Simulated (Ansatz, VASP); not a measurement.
Al in VASP and in Ansatz

```
CELL_PARAMETERS angstrom
-6.06243 -6.06243 0.00000
0.00000 -6.06243 6.06243
-6.06243 0.00000 6.06243
ATOMIC_POSITIONS crystal
Al 0.33755 0.00000 0.00000
Al 0.99579 0.00000 0.00000
Al 0.66667 0.32912 0.00000
Al 0.33755 0.32912 0.00000
Al 0.00019 0.33352 0.99944
Al 0.66667 0.67088 0.00000
Al 0.33315 0.66648 0.00056
Al 0.99579 0.67088 0.00000
Al 0.66667 0.00000 0.32912
Al 0.33755 0.00000 0.32912
Al 0.00019 0.99944 0.33352
Al 0.66611 0.33352 0.33352
Al 0.33371 0.33296 0.33296
Al 0.00019 0.33352 0.33352
Al 0.66667 0.67088 0.32912
Al 0.33371 0.66704 0.33296
Al 0.99962 0.66704 0.33296
Al 0.66667 0.00000 0.67088
Al 0.33315 0.00056 0.66648
Al 0.99579 0.00000 0.67088
Al 0.66667 0.32912 0.67088
Al 0.33371 0.33296 0.66704
Al 0.99962 0.33296 0.66704
Al 0.66723 0.66648 0.66648
Al 0.33315 0.66648 0.66648
Al 0.99962 0.66704 0.66704
```

Change from the starting cell: Al vacancy (site a), charge +0, atoms relaxed at the host's cell.

Alike in both runs: functional PBE; k mesh 6 × 6 × 6; occupations gaussian, width 0.1 eV; no spin polarisation.

Ansatz relaxed the structure, and its values are those at the end. VASP's run is a single point on that final structure, the one shown.

```csv
,VASP,Ansatz
version,VASP 6.6.1,Ansatz 0.2.0
potentials or method,"VASP PAW PBE potentials, release 64 (Al), cutoff 520 eV","scalar-relativistic, plane waves, PAW"
valence electrons in the cell,78,78
```

```csv
,VASP,Ansatz,Ansatz less VASP
gap on the k mesh at the Fermi level (eV),none,none,-
rms of the force components (eV/Å),0.010,0.010,+0.0002
```

A gap of «none» marks a metal or a gap that the smearing closes.
